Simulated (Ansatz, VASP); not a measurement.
## One calculation of Be, two programs

The input INCAR:

```
SYSTEM = Be
PREC = Accurate
ENCUT = 600
EDIFF = 1E-6
ISMEAR = -1
SIGMA = 0.1
LREAL = .FALSE.
LASPH = .TRUE.
NELM = 120
ALGO = Normal
ISIF = 2
LWAVE = .FALSE.
LCHARG = .FALSE.
GGA = CA
NBANDS = 12
GGA_COMPAT = .FALSE.
```

Contents of KPOINTS:

```
Automatic mesh
0
G
  4 4 6
  0 0 0
```

The input POSCAR:

```
Be
1.0
    3.7468100000      0.0000000000      0.0000000000
    0.0000000000      3.7468100000      0.0000000000
    0.0000000000      0.0000000000      2.2812800000
Be
4
Direct
    0.3026621844      0.2709007048     -0.0138316989
    0.6950548926      0.7286168713     -0.0011863829
    0.1961183761      0.7660863983      0.5307892283
    0.8061645270      0.2343960590      0.4842290974
```

Input for Ansatz:

```yaml
crystal:
  lattice:
    - [3.74681, 0.0, 0.0]
    - [0.0, 3.74681, 0.0]
    - [0.0, 0.0, 2.28128]
  atoms:
    - { symbol: Be, position: [0.3026621844083816, 0.2709007047791132, -0.0138316989277367] }
    - { symbol: Be, position: [0.6950548925614249, 0.7286168712693943, -0.0011863828776379366] }
    - { symbol: Be, position: [0.19611837614364533, 0.766086398310756, 0.5307892283327907] }
    - { symbol: Be, position: [0.8061645269506902, 0.23439605902013147, 0.48422909738322456] }
basis:
  ecutwfc: 557.833418042754
kpoints:
  mp_grid:
    grid: [4, 4, 6]
hamiltonian:
  xc: lda
scf:
  occupations:
    method: fermi_dirac
output:
  forces: true
```

Alike in both runs: task single point; functional LDA; k mesh 4 × 4 × 6; no spin polarisation.

```csv
,VASP,Ansatz
version,VASP 6.6.1,Ansatz 0.2.0
potentials or method,"VASP PAW LDA potentials, release 64 (Be), cutoff 600 eV","plane waves, PAW"
occupations,"fermi-dirac, width 0.1 eV",fermi-dirac
valence electrons in the cell,8,8
```

|  | VASP | Ansatz | Ansatz less VASP |
| --- | --- | --- | --- |
| rms of the force components (eV/Å) | 0.275 | 0.275 | -0.0003 |

LDA's correlation is that of Perdew and Zunger in VASP and of Perdew and Wang (1992) in Ansatz. Atom by atom the forces differ by 0.001 eV/Å (rms over components).

The k mesh is coarse, so the values compare programs but aren't converged.
